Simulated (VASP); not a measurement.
Set up this calculation in VASP 6.6.1, as the native input.

| Property | Result |
| --- | --- |
| Task | single point |
| Functional | revPBE |
| Potentials or basis | VASP PAW PBE potentials, release 64 (Zn, O_h) |
| Cutoff | 1340 eV |
| k mesh | 5 × 5 × 3 |
| Occupations | fermi-dirac, width 0.05 eV |
| Spin | no spin polarisation |
| Dipole correction | no |
| Further INCAR settings | ALGO = Normal; EDIFF = 1e-06; NBANDS = 26 |

The structure of ZnO lies in POSCAR:

```
ZnO
1.0
    3.2493080000      0.0000000000      0.0000000000
   -1.6246540000      2.8139832727      0.0000000000
    0.0000000000      0.0000000000      5.2057090000
Zn O
2 2
Direct
    0.6666666667      0.3333333333      0.0000000000
    0.3333333333      0.6666666667      0.5000000000
    0.3333333333      0.6666666667      0.8790100000
    0.6666666667      0.3333333333      0.3790100000
```

The input as run:

INCAR

```
ALGO = Normal
EDIFF = 1E-6
ENCUT = 1340
GGA = RE
GGA_COMPAT = False
ISIF = 2
ISMEAR = -1
LASPH = True
LCHARG = False
LREAL = False
LWAVE = False
NBANDS = 26
NELM = 120
PREC = Accurate
SIGMA = 0.05
```

KPOINTS

```
k-points
0
Gamma
  5 5 3
```

Potentials or basis: VASP PAW PBE potentials, release 64 (Zn, O_h).

Run with:

```console
$ cat potpaw_PBE.64/Zn/POTCAR potpaw_PBE.64/O_h/POTCAR > POTCAR
$ mpirun -np 1 vasp_std > vasp.out
```

Results of the run:

- Pressure: 9.2 GPa
- Largest force: 0.078 eV/Å
- Band gap on the k mesh: 0.86 eV

Caveat: the k points lie up to 0.45 Å⁻¹ apart; the PAW data sets were made with another functional, which shifts forces and pressure a little.

Run time: 28 s on 1 thread of Intel(R) Xeon(R) 6975P-C (Granite Rapids), with other jobs on the host, peak memory 0.31 GiB.
